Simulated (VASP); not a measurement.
# Cr (Im-3m) in VASP: further runs

The runs below take Cr through single point, with LDA.

Program: VASP 6.6.1. These are calculated values, not measurements. Logs are shortened: lines on timing, memory, paths and dates and some standing lists are left out, and cuts for length are marked.

**1. The cell of the first run**

The structure is cubic, space group Im-3m (No. 229). Conventional cell: a = 2.788 Å, b = 2.788 Å, c = 2.788 Å, α = 90.00°, β = 90.00°, γ = 90.00°. Within 3.2 Å of Cr (site symmetry m-3m) lie 14 Cr at 2.41 to 2.79 Å.

**2. Single point, LDA, collinear spin, ferromagnetic start**

INCAR reads:

```
ALGO = Normal
EDIFF = 1E-6
ENCUT = 520
GGA = CA
ISIF = 2
ISMEAR = -1
ISPIN = 2
LASPH = True
LCHARG = False
LMAXMIX = 4
LORBIT = 11
LREAL = False
LWAVE = False
MAGMOM = 1.5
NBANDS = 16
NELM = 150
PREC = Accurate
SIGMA = 0.05
```

KPOINTS reads:

```
k-points
0
Gamma
  6 6 6
```

POSCAR reads:

```
Cr
1.0
   -1.3938676992      1.3938676992      1.3938676992
    1.3938676992     -1.3938676992      1.3938676992
    1.3938676992      1.3938676992     -1.3938676992
Cr
1
Direct
    0.0000000000      0.0000000000      0.0000000000
```

Potentials or basis: VASP PAW LDA potentials, release 64 (Cr_pv).

Run with:

```console
$ cat potpaw_LDA.64/Cr_pv/POTCAR > POTCAR
$ mpirun -np 1 vasp_std > vasp.out
```

OUTCAR:

```text
EDIFF = 1E-6
   ENCUT = 520
   GGA = CA
   ISIF = 2
   ISMEAR = -1
   ISPIN = 2
   LASPH = True
   LORBIT = 11
   LREAL = False
   NELM = 150
   PREC = Accurate

 ion  position               nearest neighbor table
   1  0.000  0.000  0.000-

  LATTYP: Found a body centered cubic cell.
 ALAT       =     2.7877353984

  Lattice vectors:

 A1 = (  -1.3938676992,   1.3938676992,   1.3938676992)
 A2 = (   1.3938676992,  -1.3938676992,   1.3938676992)
 A3 = (   1.3938676992,   1.3938676992,  -1.3938676992)

Analysis of symmetry for initial positions (statically):
=====================================================================
 Subroutine PRICEL returns:
 Original cell was already a primitive cell.

 Routine SETGRP: Setting up the symmetry group for a
 body centered cubic supercell.

 Subroutine GETGRP returns: Found 48 space group operations
 (whereof 48 operations were pure point group operations)
 out of a pool of 48 trial point group operations.

The static configuration has the point symmetry O_h .

Analysis of symmetry for dynamics (positions and initial velocities):
=====================================================================
 Subroutine PRICEL returns:
 Original cell was already a primitive cell.

 Routine SETGRP: Setting up the symmetry group for a
 body centered cubic supercell.

 Subroutine GETGRP returns: Found 48 space group operations
 (whereof 48 operations were pure point group operations)
 out of a pool of 48 trial point group operations.

The dynamic configuration has the point symmetry O_h .

Analysis of structural, dynamic, and magnetic symmetry:
=====================================================================
 Subroutine PRICEL returns:
 Original cell was already a primitive cell.

 Routine SETGRP: Setting up the symmetry group for a
 body centered cubic supercell.

 Subroutine GETGRP returns: Found 48 space group operations
 (whereof 48 operations were pure point group operations)
 out of a pool of 48 trial point group operations.

The overall configuration has the point symmetry O_h .

 Subroutine INISYM returns: Found 48 space group operations
 (whereof 48 operations are pure point group operations),
 and found     1 'primitive' translations

----------------------------------------------------------------------------------------

                                     Primitive cell

  volume of cell :      10.8324

  direct lattice vectors                    reciprocal lattice vectors
    -1.393867699  1.393867699  1.393867699     0.000000000  0.358714102  0.358714102
     1.393867699 -1.393867699  1.393867699     0.358714102  0.000000000  0.358714102
     1.393867699  1.393867699 -1.393867699     0.358714102  0.358714102  0.000000000

  length of vectors
     2.414249674  2.414249674  2.414249674     0.507298348  0.507298348  0.507298348

  position of ions in fractional coordinates (direct lattice)
     0.000000000  0.000000000  0.000000000

  ion indices of the primitive-cell ions
   primitive index   ion index
                 1           1

----------------------------------------------------------------------------------------

 KPOINTS: k-points

Automatic generation of k-mesh.
 Grid dimensions read from file:
 generate k-points for:    6    6    6

 Generating k-lattice:

  Cartesian coordinates                     Fractional coordinates (reciprocal lattice)
     0.000000000  0.059785684  0.059785684     0.166666667  0.000000000  0.000000000
     0.059785684  0.000000000  0.059785684     0.000000000  0.166666667  0.000000000
     0.059785684  0.059785684  0.000000000     0.000000000  0.000000000  0.166666667

  Length of vectors
     0.084549725  0.084549725  0.084549725

  Shift w.r.t. Gamma in fractional coordinates (k-lattice)
     0.000000000  0.000000000  0.000000000

 Subroutine IBZKPT returns following result:
 ===========================================

 Found     16 irreducible k-points:

 Following reciprocal coordinates:
            Coordinates               Weight
  0.000000  0.000000  0.000000      1.000000
  0.166667  0.000000  0.000000     12.000000
  0.333333  0.000000  0.000000     12.000000
  0.500000  0.000000  0.000000      6.000000
  0.166667  0.166667  0.000000     24.000000
  0.333333  0.166667  0.000000     48.000000
[... 8 lines left out ...]
  0.500000  0.500000  0.333333     12.000000
  0.500000  0.500000  0.500000      1.000000
   k-points           NKPTS =     16   k-points in BZ     NKDIM =     16   number of bands    NBANDS=     16
   number of dos      NEDOS =    301   number of ions     NIONS =      1
   total plane-waves  NPLWV =   5832
   dimension x,y,z NGX =    18 NGY =   18 NGZ =   18
   dimension x,y,z NGXF=    36 NGYF=   36 NGZF=   36
   ions per type =               1
   NGX,Y,Z   is equivalent  to a cutoff of  12.39, 12.39, 12.39 a.u.
   NGXF,Y,Z  is equivalent  to a cutoff of  24.79, 24.79, 24.79 a.u.
 SYSTEM =  unknown system
   PREC   = accura    normal or accurate (medium, high low for compatibility)
   ISTART =      0    job   : 0-new  1-cont  2-samecut
   ICHARG =      2    charge: 1-file 2-atom 10-const
   ISPIN  =      2    spin polarized calculation?
   LNONCOLLINEAR =      F non collinear calculations
   LSORBIT =      F    spin-orbit coupling
   LASPH  =      T    aspherical Exc in radial PAW
   ENCUT  =  520.0 eV  38.22 Ry    6.18 a.u.   4.49  4.49  4.49*2*pi/ulx,y,z
   NELM   =    150;   NELMIN=  2; NELMDL= -5     # of ELM steps
   EDIFF  = 0.1E-05   stopping-criterion for ELM
   LREAL  =      F    real-space projection
   EDIFFG = 0.1E-04   stopping-criterion for IOM
   NSW    =      0    number of steps for IOM
   IBRION =     -1    ionic relax: 0-MD 1-quasi-New 2-CG
   NFREE  =      0    steps in history (QN), initial steepest desc. (CG)
   ISIF   =      2    stress and relaxation
   ISYM   =      2    0-nonsym 1-usesym 2-fastsym
   POTIM  = 0.5000    time-step for ionic-motion
   TEBEG  =    0.0;   TEEND  =   0.0 temperature during run
   PSTRESS=    0.0 pullay stress
   NELECT =      12.0000    total number of electrons
   NUPDOWN=      -1.0000    fix difference up-down
   EMIN   =  10.00;   EMAX   =-10.00  energy-range for DOS
   EFERMI =   0.00;   METHOD = LEGACY
   ISMEAR =    -1;   SIGMA  =   0.05  broadening in eV -4-tet -1-fermi 0-gaus
   EFERMI_NEDOS =   21; number of points for ismear=-14 and -15
   IALGO  =     38    algorithm
   IMIX   =      4    mixing-type and parameters
     AMIX     =   0.40;   BMIX     =  1.00
     AMIX_MAG =   1.60;   BMIX_MAG =  1.00
  volume/ion in A,a.u.               =      10.83        73.10
  Fermi-wavevector in a.u.,A,eV,Ry     =   1.693923  3.201051 39.040224  2.869376
  Thomas-Fermi vector in A             =   2.775241
   LORBIT       =     11    0 simple, 1 ext, 2 COOP (PROOUT), +10 PAW based schemes
   GGA     = CA    functional components
   LHFCALC =     F    Hartree Fock is set to
   AEXX    =    0.0000 exact exchange contribution
   IVDW    =     0    specifies the selected vdW correction
   LEPSILON=     F    determine dielectric tensor
   LRPA    =     F    only Hartree local field effects (RPA)
 spin polarized calculation
  energy-cutoff  :      520.00
  volume of cell :       10.83
 maximum number of plane-waves:       321
 NGX is ok and might be reduce to    18
   NGX =  9   NGY =  9   NGZ =  9

 number of electron      12.0000011 magnetization       0.0002697

 number of electron      12.0000011 magnetization      -0.0000368

 Free energy of the ion-electron system (eV)
  ---------------------------------------------------
  ext. energy  EPLUGINS =         0.00000000
  ---------------------------------------------------
  free energy    TOTEN  =       -10.68650855 eV

  energy without entropy =      -10.68344298  energy(sigma->0) =      -10.68497576

 E-fermi :  11.7535     XC(G=0): -14.3822

 val. band max:       11.6054639465   @ k =   0.1667   0.0000   0.0000
 cond. band min:      11.9238294992   @ k =  -0.3333   0.3333   0.1667
 fundamental gap:      0.3183655527
 Fermi energy:        11.7535210038

 spin component 1

 k-point     1 :       0.0000    0.0000    0.0000
  band No.  band energies     occupation
      1     -30.5019      1.00000
      2     -30.5019      1.00000
      3     -30.5019      1.00000
      4       3.7365      1.00000
      5      10.7339      1.00000
      6      10.7339      1.00000
[... 8 lines left out ...]
     15      42.7825      0.00000
     16      47.8161      0.00000

 k-point     2 :       0.1667    0.0000    0.0000
  band No.  band energies     occupation
      1     -30.8026      1.00000
      2     -30.5930      1.00000
      3     -30.5043      1.00000
      4       4.9482      1.00000
      5      10.2663      1.00000
      6      10.5730      1.00000
[... 8 lines left out ...]
     15      41.9851      0.00000
     16      42.7627      0.00000

 k-point     3 :       0.3333    0.0000    0.0000
  band No.  band energies     occupation
      1     -31.3790      1.00000
      2     -30.7719      1.00000
      3     -30.5092      1.00000
      4       6.9004      1.00000
      5       9.4229      1.00000
      6      10.9271      1.00000
[... 8 lines left out ...]
     15      41.6035      0.00000
     16      45.0751      0.00000

 k-point     4 :       0.5000    0.0000    0.0000
  band No.  band energies     occupation
      1     -31.6560      1.00000
      2     -30.8600      1.00000
      3     -30.5119      1.00000
      4       6.9720      1.00000
      5       9.0383      1.00000
      6      12.9502      0.00000
[... 8 lines left out ...]
     15      42.1303      0.00000
     16      44.4369      0.00000
[... 172 lines left out ...]
 k-point    14 :      -0.3333    0.3333    0.3333
  band No.  band energies     occupation
      1     -31.2570      1.00000
      2     -31.0809      1.00000
      3     -31.0809      1.00000
      4       8.0280      1.00000
      5       8.2642      1.00000
      6      12.3212      0.00001
[... 8 lines left out ...]
     15      44.0271      0.00000
     16      47.3533      0.00000

 k-point    15 :       0.5000    0.5000    0.3333
  band No.  band energies     occupation
      1     -31.3797      1.00000
      2     -31.1813      1.00000
      3     -31.0984      1.00000
      4       7.5697      1.00000
      5       7.7539      1.00000
      6      12.5812      0.00000
[... 8 lines left out ...]
     15      39.9744      0.00000
     16      46.8388      0.00000

 k-point    16 :       0.5000    0.5000    0.5000
  band No.  band energies     occupation
      1     -31.2855      1.00000
      2     -31.2855      1.00000
      3     -31.2855      1.00000
      4       6.9742      1.00000
      5       6.9742      1.00000
      6      14.4402      0.00000
[... 8 lines left out ...]
     15      36.9060      0.00000
     16      48.0081      0.00000
 Fermi energy:        11.7535210038

 spin component 2

 k-point     1 :       0.0000    0.0000    0.0000
  band No.  band energies     occupation
      1     -30.5019      1.00000
      2     -30.5019      1.00000
      3     -30.5019      1.00000
      4       3.7365      1.00000
      5      10.7338      1.00000
      6      10.7338      1.00000
[... 8 lines left out ...]
     15      42.7825      0.00000
     16      47.8161      0.00000

 k-point     2 :       0.1667    0.0000    0.0000
  band No.  band energies     occupation
      1     -30.8026      1.00000
      2     -30.5930      1.00000
      3     -30.5043      1.00000
      4       4.9482      1.00000
      5      10.2663      1.00000
      6      10.5730      1.00000
[... 8 lines left out ...]
     15      41.9851      0.00000
     16      42.7627      0.00000

 k-point     3 :       0.3333    0.0000    0.0000
  band No.  band energies     occupation
      1     -31.3790      1.00000
      2     -30.7719      1.00000
      3     -30.5092      1.00000
      4       6.9004      1.00000
      5       9.4229      1.00000
      6      10.9271      1.00000
[... 8 lines left out ...]
     15      41.6035      0.00000
     16      45.0751      0.00000

 k-point     4 :       0.5000    0.0000    0.0000
  band No.  band energies     occupation
      1     -31.6560      1.00000
      2     -30.8600      1.00000
      3     -30.5119      1.00000
      4       6.9720      1.00000
      5       9.0383      1.00000
      6      12.9502      0.00000
[... 8 lines left out ...]
     15      42.1303      0.00000
     16      44.4369      0.00000
[... 172 lines left out ...]
 k-point    14 :      -0.3333    0.3333    0.3333
  band No.  band energies     occupation
      1     -31.2570      1.00000
      2     -31.0809      1.00000
      3     -31.0809      1.00000
      4       8.0280      1.00000
      5       8.2642      1.00000
      6      12.3212      0.00001
[... 8 lines left out ...]
     15      44.0271      0.00000
     16      47.3532      0.00000

 k-point    15 :       0.5000    0.5000    0.3333
  band No.  band energies     occupation
      1     -31.3797      1.00000
      2     -31.1813      1.00000
      3     -31.0985      1.00000
      4       7.5697      1.00000
      5       7.7539      1.00000
      6      12.5812      0.00000
[... 8 lines left out ...]
     15      39.9744      0.00000
     16      46.8388      0.00000

 k-point    16 :       0.5000    0.5000    0.5000
  band No.  band energies     occupation
      1     -31.2855      1.00000
      2     -31.2855      1.00000
      3     -31.2855      1.00000
      4       6.9742      1.00000
      5       6.9742      1.00000
      6      14.4402      0.00000
[... 8 lines left out ...]
     15      36.9060      0.00000
     16      48.0080      0.00000

------------------------ aborting loop because EDIFF is reached ----------------------------------------

  FORCE on cell =-STRESS in cart. coord.  units (eV):
  Direction    XX          YY          ZZ          XY          YZ          ZX
  --------------------------------------------------------------------------------------
  -------------------------------------------------------------------------------------
  Total       -0.0527476     -0.0527476     -0.0527476     -0.0000000      0.0000000     -0.0000000
  in kB       -7.8016851     -7.8016851     -7.8016851     -0.0000000      0.0000000     -0.0000000
  external PRESSURE =      -7.8016851 kB  Pullay stress =       0.0000000 kB

 VOLUME and BASIS-vectors are now :
 -----------------------------------------------------------------------------
  energy-cutoff  :      520.00
  volume of cell :       10.83
      direct lattice vectors                 reciprocal lattice vectors
    -1.393867699  1.393867699  1.393867699     0.000000000  0.358714102  0.358714102
     1.393867699 -1.393867699  1.393867699     0.358714102  0.000000000  0.358714102
     1.393867699  1.393867699 -1.393867699     0.358714102  0.358714102  0.000000000

 POSITION                                       TOTAL-FORCE (eV/Angst)
 -----------------------------------------------------------------------------------
      0.00000      0.00000      0.00000        -0.000000     -0.000000     -0.000000
 -----------------------------------------------------------------------------------
    total drift:                                0.000000      0.000000     -0.000000

  FREE ENERGIE OF THE ION-ELECTRON SYSTEM (eV)
  ---------------------------------------------------
  free  energy   TOTEN  =       -10.6865085492 eV

  energy  without entropy=      -10.6834429791  energy(sigma->0) =      -10.68497576

 total charge

# of ion       s       p       d       tot
------------------------------------------
    1        0.451   6.438   4.320  11.208

 magnetization (x)

# of ion       s       p       d       tot
------------------------------------------
    1        0.000  -0.000  -0.000  -0.000
```

Wall time 2.7 s (1 thread of Intel Xeon 6975P-C (Granite Rapids), shared host); peak memory 0.11 GiB.

Results:

| Quantity | Value |
| --- | --- |
| Free energy | -10.6865 eV |
| Pressure | -0.8 GPa |
| Band gap on the k mesh | zero (filled and empty bands overlap) |
| Net moment | 0.00 μB per cell |
| Valence electrons inside the program's atomic spheres | Cr 11.21 |

Caveat: the k points lie up to 0.53 Å⁻¹ apart; the starting moments collapsed, and a magnetic state may lie lower.

**3. Single point, LDA, collinear spin, ferromagnetic start**

INCAR reads:

```
ALGO = Normal ; EDIFF = 1E-6
ENCUT = 520 ; ISIF = 2
ISMEAR = -1 ; ISPIN = 2
LASPH = T ; LCHARG = T
LELF = T ; LMAXMIX = 4
LORBIT = 11 ; LREAL = F
LVHAR = T ; LWAVE = F
MAGMOM = 1.5 ; NBANDS = 16
NELM = 150 ; PREC = Accurate
SIGMA = 0.05
```

KPOINTS reads:

```
k-points
0
Gamma
  8 8 8
```

POSCAR is that of step 2.

Potentials or basis: VASP PAW LDA potentials, release 64 (Cr_pv).

Run with:

```console
$ cat potpaw_LDA.64/Cr_pv/POTCAR > POTCAR
$ mpirun -np 1 vasp_std > vasp.out
```

It took 4.2 s on 1 thread of Intel Xeon 6975P-C (Granite Rapids), shared host; peak memory 0.11 GiB.

Results (log left out):

- Free energy: -10.6213 eV
- Pressure: 1.1 GPa
- Band gap on the k mesh: zero (filled and empty bands overlap)
- Net moment: 0.00 μB per cell
- Valence electrons inside the program's atomic spheres: Cr 11.20

Levels at points of the mesh, in eV from the Fermi level:
Spin up:
| k point | band 4 | band 5 | band 6 | band 7 | band 8 | band 9 |
| --- | --- | --- | --- | --- | --- | --- |
| (0.00, 0.00, 0.00) | -7.85 | -0.88 | -0.88 | -0.88 | 1.30 | 1.30 |
| (0.50, 0.00, 0.00) | -4.63 | -2.57 | 1.34 | 1.54 | 1.68 | 3.26 |
| (0.50, 0.50, 0.50) | -4.63 | -4.63 | 2.82 | 2.82 | 2.82 | 5.49 |
Spin down:
| k point | band 3 | band 4 | band 5 | band 6 | band 7 | band 8 | band 9 | band 10 |
| --- | --- | --- | --- | --- | --- | --- | --- | --- |
| (0.00, 0.00, 0.00) | -42.12 | -7.85 | -0.88 | -0.88 | -0.88 | 1.30 | 1.30 | 5.49 |
| (0.50, 0.00, 0.00) | -42.13 | -4.63 | -2.57 | 1.34 | 1.54 | 1.68 | 3.26 | 5.49 |
| (0.50, 0.50, 0.50) | -42.90 | -4.63 | -4.63 | 2.82 | 2.82 | 2.82 | 5.49 | 11.37 |

Caveat: the k points lie up to 0.40 Å⁻¹ apart; the starting moments collapsed, and a magnetic state may lie lower.
